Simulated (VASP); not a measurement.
# B (R-3m) in VASP: notebook

Runs on B. Level: revPBE. Tasks: single point, relaxation of cell and atoms.

Everything below comes from runs of VASP 6.6.1. Logs are shortened: lines on timing, memory, paths and dates and some standing lists are left out, and cuts for length are marked.

## Step 1: The cell of the first run

It takes space group R-3m (No. 166, trigonal). Conventional cell: a = 4.921 Å, b = 4.921 Å, c = 12.605 Å, α = 90.00°, β = 90.00°, γ = 120.00°. Within 2.2 Å of B (site symmetry m) lie 6 B at 1.68 to 1.81 Å. Within 2.4 Å of B (site symmetry m) lie 7 B at 1.78 to 2.02 Å.

## Step 2: Single point, revPBE

INCAR reads:

```
SYSTEM = B
PREC = Accurate ; ENCUT = 520
EDIFF = 1E-6 ; ISMEAR = -1
SIGMA = 0.05 ; LREAL = .FALSE.
LASPH = .TRUE. ; NELM = 100
ALGO = Normal ; ISIF = 2
LWAVE = .FALSE. ; LCHARG = .TRUE.
GGA = RE ; LELF = .TRUE.
LVHAR = .TRUE. ; NBANDS = 30
```

KPOINTS reads:

```
regular mesh
0
G
  4 4 4
  0 0 0
```

POSCAR reads:

```
B
1.0
    2.4606838289      1.4206764710      4.2018095729
   -2.4606838289      1.4206764710      4.2018095729
    0.0000000000     -2.8413529420      4.2018095729
B
12
Direct
    0.0102027722      0.6540006453      0.0102027722
    0.0102027722      0.0102027722      0.6540006453
    0.6540006453      0.0102027722      0.0102027722
    0.9897972278      0.3459993547      0.9897972278
    0.3459993547      0.9897972278      0.9897972278
    0.9897972278      0.9897972278      0.3459993547
    0.2209036923      0.6308008391      0.2209036923
    0.2209036923      0.2209036923      0.6308008391
    0.6308008391      0.2209036923      0.2209036923
    0.7790963077      0.3691991609      0.7790963077
    0.3691991609      0.7790963077      0.7790963077
    0.7790963077      0.7790963077      0.3691991609
```

Potentials or basis: VASP PAW PBE potentials, release 64 (B).

Started as:

```sh
$ cat potpaw_PBE.64/B/POTCAR > POTCAR
$ mpirun -np 1 vasp_std > vasp.out
```

OUTCAR:

```text
SYSTEM = B
   PREC = Accurate
   ENCUT = 520
   EDIFF = 1E-6
   ISMEAR = -1
   LREAL = .FALSE.
   LASPH = .TRUE.
   NELM = 100
   ISIF = 2
   GGA = RE

 ion  position               nearest neighbor table
   1  0.010  0.654  0.010-   4 1.68   2 1.75   3 1.75   7 1.80  11 1.81  12 1.81
   2  0.010  0.010  0.654-   6 1.68   3 1.75   1 1.75   8 1.80  10 1.81  11 1.81
   3  0.654  0.010  0.010-   5 1.68   2 1.75   1 1.75   9 1.80  10 1.81  12 1.81
   4  0.990  0.346  0.990-   1 1.68   6 1.75   5 1.75  10 1.80   9 1.81   8 1.81
   5  0.346  0.990  0.990-   3 1.68   6 1.75   4 1.75  11 1.80   7 1.81   8 1.81
   6  0.990  0.990  0.346-   2 1.68   4 1.75   5 1.75  12 1.80   9 1.81   7 1.81
   7  0.221  0.631  0.221-  11 1.78  12 1.78   1 1.80   5 1.81   6 1.81   8 2.02   9 2.02
   8  0.221  0.221  0.631-  10 1.78  11 1.78   2 1.80   4 1.81   5 1.81   7 2.02   9 2.02
   9  0.631  0.221  0.221-  10 1.78  12 1.78   3 1.80   4 1.81   6 1.81   8 2.02   7 2.02
  10  0.779  0.369  0.779-   9 1.78   8 1.78   4 1.80   3 1.81   2 1.81  12 2.02  11 2.02
  11  0.369  0.779  0.779-   7 1.78   8 1.78   5 1.80   1 1.81   2 1.81  12 2.02  10 2.02
  12  0.779  0.779  0.369-   7 1.78   9 1.78   6 1.80   3 1.81   1 1.81  10 2.02  11 2.02

  LATTYP: Found a trigonal (rhomboedric) cell.
 ALAT       =     5.0723259189
 COS(alpha) =     0.5293182886

  Lattice vectors:

 A1 = (   2.4606838289,   1.4206764710,   4.2018095729)
 A2 = (  -2.4606838289,   1.4206764710,   4.2018095729)
 A3 = (   0.0000000000,  -2.8413529420,   4.2018095729)

Analysis of symmetry for initial positions (statically):
=====================================================================
 Subroutine PRICEL returns:
 Original cell was already a primitive cell.

 Routine SETGRP: Setting up the symmetry group for a
 trigonal (rhombohedral) supercell.

 Subroutine GETGRP returns: Found 12 space group operations
 (whereof 12 operations were pure point group operations)
 out of a pool of 12 trial point group operations.

The static configuration has the point symmetry D_3d.

Analysis of symmetry for dynamics (positions and initial velocities):
=====================================================================
 Subroutine PRICEL returns:
 Original cell was already a primitive cell.

 Routine SETGRP: Setting up the symmetry group for a
 trigonal (rhombohedral) supercell.

 Subroutine GETGRP returns: Found 12 space group operations
 (whereof 12 operations were pure point group operations)
 out of a pool of 12 trial point group operations.

The dynamic configuration has the point symmetry D_3d.

 Subroutine INISYM returns: Found 12 space group operations
 (whereof 12 operations are pure point group operations),
 and found     1 'primitive' translations

----------------------------------------------------------------------------------------

                                     Primitive cell

  volume of cell :      88.1330

  direct lattice vectors                    reciprocal lattice vectors
     2.460683829  1.420676471  4.201809573     0.203195548  0.117315005  0.079330900
    -2.460683829  1.420676471  4.201809573    -0.203195548  0.117315005  0.079330900
     0.000000000 -2.841352942  4.201809573     0.000000000 -0.234630009  0.079330900

  length of vectors
     5.072325919  5.072325919  5.072325919     0.247678487  0.247678487  0.247678487

  position of ions in fractional coordinates (direct lattice)
     0.010202772  0.654000645  0.010202772
     0.010202772  0.010202772  0.654000645
     0.654000645  0.010202772  0.010202772
     0.989797228  0.345999355  0.989797228
     0.345999355  0.989797228  0.989797228
     0.989797228  0.989797228  0.345999355
     0.220903692  0.630800839  0.220903692
     0.220903692  0.220903692  0.630800839
     0.630800839  0.220903692  0.220903692
     0.779096308  0.369199161  0.779096308
     0.369199161  0.779096308  0.779096308
     0.779096308  0.779096308  0.369199161

  ion indices of the primitive-cell ions
   primitive index   ion index
                 1           1
                 2           2
                 3           3
                 4           4
                 5           5
                 6           6
                 7           7
                 8           8
                 9           9
                10          10
                11          11
                12          12

----------------------------------------------------------------------------------------

 KPOINTS: regular mesh

Automatic generation of k-mesh.
 Grid dimensions read from file:
 generate k-points for:    4    4    4

 Generating k-lattice:

  Cartesian coordinates                     Fractional coordinates (reciprocal lattice)
     0.050798887  0.029328751  0.019832725     0.250000000 -0.000000000  0.000000000
    -0.050798887  0.029328751  0.019832725    -0.000000000  0.250000000  0.000000000
[... 40 lines left out ...]
   ISPIN  =      1    spin polarized calculation?
   LNONCOLLINEAR =      F non collinear calculations
   LSORBIT =      F    spin-orbit coupling
   LASPH  =      T    aspherical Exc in radial PAW
   ENCUT  =  520.0 eV  38.22 Ry    6.18 a.u.   9.43  9.43  9.43*2*pi/ulx,y,z
   NELM   =    100;   NELMIN=  2; NELMDL= -5     # of ELM steps
   EDIFF  = 0.1E-05   stopping-criterion for ELM
   LREAL  =      F    real-space projection
   EDIFFG = 0.1E-04   stopping-criterion for IOM
   NSW    =      0    number of steps for IOM
   IBRION =     -1    ionic relax: 0-MD 1-quasi-New 2-CG
   NFREE  =      0    steps in history (QN), initial steepest desc. (CG)
   ISIF   =      2    stress and relaxation
   ISYM   =      2    0-nonsym 1-usesym 2-fastsym
   POTIM  = 0.5000    time-step for ionic-motion
   TEBEG  =    0.0;   TEEND  =   0.0 temperature during run
   PSTRESS=    0.0 pullay stress
   NELECT =      36.0000    total number of electrons
   NUPDOWN=      -1.0000    fix difference up-down
   EMIN   =  10.00;   EMAX   =-10.00  energy-range for DOS
   EFERMI =   0.00;   METHOD = LEGACY
   ISMEAR =    -1;   SIGMA  =   0.05  broadening in eV -4-tet -1-fermi 0-gaus
   EFERMI_NEDOS =   21; number of points for ismear=-14 and -15
   IALGO  =     38    algorithm
   IMIX   =      4    mixing-type and parameters
     AMIX     =   0.40;   BMIX     =  1.00
     AMIX_MAG =   1.60;   BMIX_MAG =  1.00
  volume/ion in A,a.u.               =       7.34        49.56
  Fermi-wavevector in a.u.,A,eV,Ry     =   1.214683  2.295417 20.074766  1.475454
  Thomas-Fermi vector in A             =   2.350094
   LORBIT       =      0    0 simple, 1 ext, 2 COOP (PROOUT), +10 PAW based schemes
   GGA     = RE    functional components
   LHFCALC =     F    Hartree Fock is set to
   AEXX    =    0.0000 exact exchange contribution
   IVDW    =     0    specifies the selected vdW correction
   LEPSILON=     F    determine dielectric tensor
   LRPA    =     F    only Hartree local field effects (RPA)
 non-spin polarized calculation
  energy-cutoff  :      520.00
  volume of cell :       88.13
 maximum number of plane-waves:      2393
 NGX is ok and might be reduce to    40
   NGX = 19   NGY = 19   NGZ = 19

 number of electron      36.0000000 magnetization

 Free energy of the ion-electron system (eV)
  ---------------------------------------------------
  ext. energy  EPLUGINS =         0.00000000
  ---------------------------------------------------
  free energy    TOTEN  =       -77.59267388 eV

  energy without entropy =      -77.59267382  energy(sigma->0) =      -77.59267385

 E-fermi :   6.5647     XC(G=0): -11.4592

 val. band max:        5.8775829244   @ k =   0.5000   0.5000   0.5000
 cond. band min:       7.3262372198   @ k =   0.5000   0.5000   0.0000
 fundamental gap:      1.4486542954
 Fermi energy:         6.5646841094

 k-point     1 :       0.0000    0.0000    0.0000
  band No.  band energies     occupation
      1     -10.2396      2.00000
      2      -4.5496      2.00000
      3      -4.2971      2.00000
      4      -4.2971      2.00000
      5      -3.1868      2.00000
      6      -2.5586      2.00000
[... 418 lines left out ...]
     29      14.0617      0.00000
     30      15.7514      0.00000

------------------------ aborting loop because EDIFF is reached ----------------------------------------

  FORCE on cell =-STRESS in cart. coord.  units (eV):
  Direction    XX          YY          ZZ          XY          YZ          ZX
  --------------------------------------------------------------------------------------
  -------------------------------------------------------------------------------------
  Total       -0.0025974     -0.0025974     -0.0024183      0.0000000     -0.0000000      0.0000000
  in kB       -0.0472175     -0.0472175     -0.0439625      0.0000000     -0.0000000      0.0000000
  external PRESSURE =      -0.0461325 kB  Pullay stress =       0.0000000 kB

 VOLUME and BASIS-vectors are now :
 -----------------------------------------------------------------------------
  energy-cutoff  :      520.00
  volume of cell :       88.13
      direct lattice vectors                 reciprocal lattice vectors
     2.460683829  1.420676471  4.201809573     0.203195548  0.117315005  0.079330900
    -2.460683829  1.420676471  4.201809573    -0.203195548  0.117315005  0.079330900
     0.000000000 -2.841352942  4.201809573     0.000000000 -0.234630009  0.079330900

 POSITION                                       TOTAL-FORCE (eV/Angst)
 -----------------------------------------------------------------------------------
     -1.58418      0.91463      2.83373         0.007732     -0.004464     -0.009102
      0.00000     -1.82926      2.83373         0.000000      0.008928     -0.009102
      1.58418      0.91463      2.83373        -0.007732     -0.004464     -0.009102
      1.58418     -0.91463      9.77170        -0.007732      0.004464      0.009102
     -1.58418     -0.91463      9.77170         0.007732      0.004464      0.009102
      0.00000      1.82926      9.77170         0.000000     -0.008928      0.009102
     -1.00863      0.58233      4.50690         0.011829     -0.006830      0.001533
      0.00000     -1.16466      4.50690         0.000000      0.013659      0.001533
      1.00863      0.58233      4.50690        -0.011829     -0.006830      0.001533
      1.00863     -0.58233      8.09853        -0.011829      0.006830     -0.001533
     -1.00863     -0.58233      8.09853         0.011829      0.006830     -0.001533
      0.00000      1.16466      8.09853         0.000000     -0.013659     -0.001533
 -----------------------------------------------------------------------------------
    total drift:                                0.000000      0.000000     -0.000000

  FREE ENERGIE OF THE ION-ELECTRON SYSTEM (eV)
  ---------------------------------------------------
  free  energy   TOTEN  =       -77.5926738758 eV

  energy  without entropy=      -77.5926738198  energy(sigma->0) =      -77.59267385
```

It took 82 s on 1 thread of Intel Xeon Platinum 8375C at 2.90GHz (Ice Lake), shared host; peak memory 0.21 GiB.

What came out:

| Item | Value |
| --- | --- |
| Free energy | -77.5927 eV |
| Pressure | 0.0 GPa |
| Largest force | 0.014 eV/Å |
| Band gap on the k mesh | 1.45 eV, indirect (least direct gap 1.89 eV) |

Forces on the atoms (eV/Å):
```
B    0.008 -0.004 -0.009
B    0.000  0.009 -0.009
B   -0.008 -0.004 -0.009
B   -0.008  0.004  0.009
B    0.008  0.004  0.009
B    0.000 -0.009  0.009
B    0.012 -0.007  0.002
B    0.000  0.014  0.002
B   -0.012 -0.007  0.002
B   -0.012  0.007 -0.002
B    0.012  0.007 -0.002
B    0.000 -0.014 -0.002
```

Caveat: the PAW data sets were made with another functional, which shifts forces and pressure a little.

## Step 3: Relaxation of cell and atoms, revPBE

This run uses another cell than the first one, of 7.28 Å³/atom, 0.992 times its volume.

INCAR reads:

```
SYSTEM = B
  PREC = Accurate
  ENCUT = 600
  EDIFF = 1E-6
  ISMEAR = -1
  SIGMA = 0.05
  LREAL = .FALSE.
  LASPH = .TRUE.
  NELM = 80
  ALGO = Normal
  ISIF = 3
  LWAVE = .FALSE.
  LCHARG = .FALSE.
  GGA = RE
  IBRION = 2
  NSW = 80
  EDIFFG = -0.01
```

KPOINTS reads:

```
Automatic mesh
0
G
  4 4 4
  0 0 0
```

POSCAR reads:

```
B
1.0
    2.4540015844      1.4168184754      4.1890000000
   -2.4540015844      1.4168184754      4.1890000000
    0.0000000000     -2.8336369507      4.1890000000
B
12
Direct
    0.0104000000      0.6573000000      0.0104000000
    0.0104000000      0.0104000000      0.6573000000
    0.6573000000      0.0104000000      0.0104000000
    0.9896000000      0.3427000000      0.9896000000
    0.3427000000      0.9896000000      0.9896000000
    0.9896000000      0.9896000000      0.3427000000
    0.2206000000      0.6323000000      0.2206000000
    0.2206000000      0.2206000000      0.6323000000
    0.6323000000      0.2206000000      0.2206000000
    0.7794000000      0.3677000000      0.7794000000
    0.3677000000      0.7794000000      0.7794000000
    0.7794000000      0.7794000000      0.3677000000
```

Potentials or basis: VASP PAW PBE potentials, release 64 (B).

Started as:

```sh
$ cat potpaw_PBE.64/B/POTCAR > POTCAR
$ mpirun -np 1 vasp_std > vasp.out
```

Run time: 3.9 min. Hardware: 1 thread of Intel Xeon Platinum 8375C at 2.90GHz (Ice Lake), shared host; peak memory 0.22 GiB.

It converged, with:

| Property | Result |
| --- | --- |
| Free energy | -77.6038 eV |
| Relaxed volume | 7.34 Å³/atom |
| Relaxed cell | a = 5.072 Å, b = 5.072 Å, c = 5.072 Å, α = 58.04°, β = 58.04°, γ = 58.04° |
| Space group after relaxing (to 0.05 Å) | R-3m (No. 166) |
| Energy gained by relaxing | 5.2 meV/atom |
| Ionic steps | 9 |
| Pressure after relaxing | 0.0 GPa |
| Largest force after relaxing | 0.008 eV/Å |
| Band gap on the k mesh | 1.44 eV, indirect (least direct gap 1.88 eV) |

Forces in eV/Å, atoms in the order of the input:
```
B    0.004 -0.003 -0.007
B    0.000  0.005 -0.007
B   -0.004 -0.003 -0.007
B   -0.004  0.003  0.007
B    0.004  0.003  0.007
B    0.000 -0.005  0.007
B    0.003 -0.001  0.004
B    0.000  0.003  0.004
B   -0.003 -0.001  0.004
B   -0.003  0.001 -0.004
B    0.003  0.001 -0.004
B    0.000 -0.003 -0.004
```

The path:
| step | energy change (eV) | largest force (eV/Å) | pressure (GPa) | volume (Å³) |
| --- | --- | --- | --- | --- |
| 1 | 0.0000 | 0.9431 | 2.86 | 87.39 |
| 2 | 0.0894 | 1.5938 | -3.23 | 89.04 |
| 3 | -0.0606 | 0.0826 | 0.12 | 88.03 |
| 4 | -0.0606 | 0.0800 | 0.17 | 88.02 |
| 5 | -0.0617 | 0.0384 | -0.04 | 88.10 |
| 6 | -0.0618 | 0.0293 | 0.00 | 88.09 |
| 7 | -0.0620 | 0.0188 | 0.01 | 88.09 |
| 8 | -0.0620 | 0.0147 | 0.01 | 88.09 |
| 9 | -0.0620 | 0.0083 | 0.02 | 88.10 |

Final structure:
```
B
1.0
     2.46024    1.42042    4.20156
    -2.46024    1.42042    4.20156
     0.00000   -2.84084    4.20156
B
12
Direct
  0.01022 0.65396 0.01022
  0.01022 0.01022 0.65396
  0.65396 0.01022 0.01022
  0.98978 0.34604 0.98978
  0.34604 0.98978 0.98978
  0.98978 0.98978 0.34604
  0.22096 0.63065 0.22096
  0.22096 0.22096 0.63065
  0.63065 0.22096 0.22096
  0.77904 0.36935 0.77904
  0.36935 0.77904 0.77904
  0.77904 0.77904 0.36935
```

Levels at points of the mesh, in eV from the valence-band top:
```
           k point  band 16  band 17  band 18  band 19  band 20  band 21
(0.00, 0.00, 0.00)    -0.86    -0.86    -0.35     1.53     4.49     4.49
(0.50, 0.00, 0.00)    -1.93    -1.69    -0.62     1.92     3.13     3.63
(0.50, 0.50, 0.00)    -2.60    -2.09    -1.93     1.44     2.65     2.76
(0.50, 0.50, 0.50)    -1.86    -1.86     0.00     2.60     2.75     2.75
```

Caveat: the PAW data sets were made with another functional, which shifts forces and pressure a little. Zero-point motion and thermal expansion aren't in these numbers.

## Step 4: Single point, revPBE

INCAR reads:

```
SYSTEM = B
  ALGO = Normal
  EDIFF = 1E-6
  ENCUT = 520
  GGA = RE
  ISIF = 2
  ISMEAR = -1
  LASPH = .TRUE.
  LCHARG = .TRUE.
  LELF = .TRUE.
  LREAL = .FALSE.
  LVHAR = .TRUE.
  LWAVE = .FALSE.
  NBANDS = 30
  NELM = 100
  PREC = Accurate
  SIGMA = 0.05
```

KPOINTS reads:

```
k-points
0
G
  7 7 7
  0 0 0
```

POSCAR reads:

```
B
1.0
    2.4606838289      1.4206764710      4.2018095729
   -2.4606838289      1.4206764710      4.2018095729
    0.0000000000     -2.8413529420      4.2018095729
B
12
Direct
    0.0102027722      0.6540006453      0.0102027722
    0.0102027722      0.0102027722      0.6540006453
    0.6540006453      0.0102027722      0.0102027722
    0.9897972278      0.3459993547      0.9897972278
    0.3459993547      0.9897972278      0.9897972278
    0.9897972278      0.9897972278      0.3459993547
    0.2209036923      0.6308008391      0.2209036923
    0.2209036923      0.2209036923      0.6308008391
    0.6308008391      0.2209036923      0.2209036923
    0.7790963077      0.3691991609      0.7790963077
    0.3691991609      0.7790963077      0.7790963077
    0.7790963077      0.7790963077      0.3691991609
```

Started as:

```sh
$ cat potpaw_PBE.64/B/POTCAR > POTCAR
$ mpirun -np 1 vasp_std > vasp.out
```

It took 4 min on 1 thread of Intel Xeon Platinum 8375C at 2.90GHz (Ice Lake), shared host; peak memory 0.25 GiB.

Results (log left out):

```yaml
Free_energy: -77.6029 eV
Pressure: 0.0 GPa
Largest_force: 0.016 eV/Å
Band_gap_on_the_k_mesh: 1.44 eV, indirect (least direct gap 1.88 eV)
```

Forces on the atoms (eV/Å):
```
B    0.009 -0.005 -0.004
B    0.000  0.011 -0.004
B   -0.009 -0.005 -0.004
B   -0.009  0.005  0.004
B    0.009  0.005  0.004
B    0.000 -0.011  0.004
B    0.014 -0.008  0.002
B    0.000  0.016  0.002
B   -0.014 -0.008  0.002
B   -0.014  0.008 -0.002
B    0.014  0.008 -0.002
B    0.000 -0.016 -0.002
```

Levels at points of the mesh, in eV from the valence-band top:
```
           k point  band 15  band 16  band 17  band 18  band 19  band 20  band 21  band 22
(0.00, 0.00, 0.00)    -1.33    -0.84    -0.84    -0.33     1.56     4.51     4.51     4.72
```

Caveat: the PAW data sets were made with another functional, which shifts forces and pressure a little. A k mesh can miss the band edges.

## Step 5: Overview

| task | cell | k mesh | cutoff (eV) | gap on the mesh (eV) | pressure (GPa) | largest force (eV/Å) |
| --- | --- | --- | --- | --- | --- | --- |
| single point | a = 5.072 Å, angles 58.0°, 12 atoms | 4 × 4 × 4 | 520 | 1.45 | 0.0 | 0.01 |
| relaxation of cell and atoms | relaxed from a = 5.057 Å, angles 58.1°, 12 atoms | 4 × 4 × 4 | 600 | 1.44 | 0.0 | 0.01 |
| single point | a = 5.072 Å, angles 58.0°, 12 atoms | 7 × 7 × 7 | 520 | 1.44 | 0.0 | 0.02 |

Alike in all rows: level revPBE; potentials or basis VASP PAW PBE potentials, release 64 (B); no spin polarisation; smearing fermi-dirac 0.05 eV.

Caveats: the PAW data sets were made with another functional, which shifts forces and pressure a little.

Absolute energies hang on the potentials; compare differences alone.
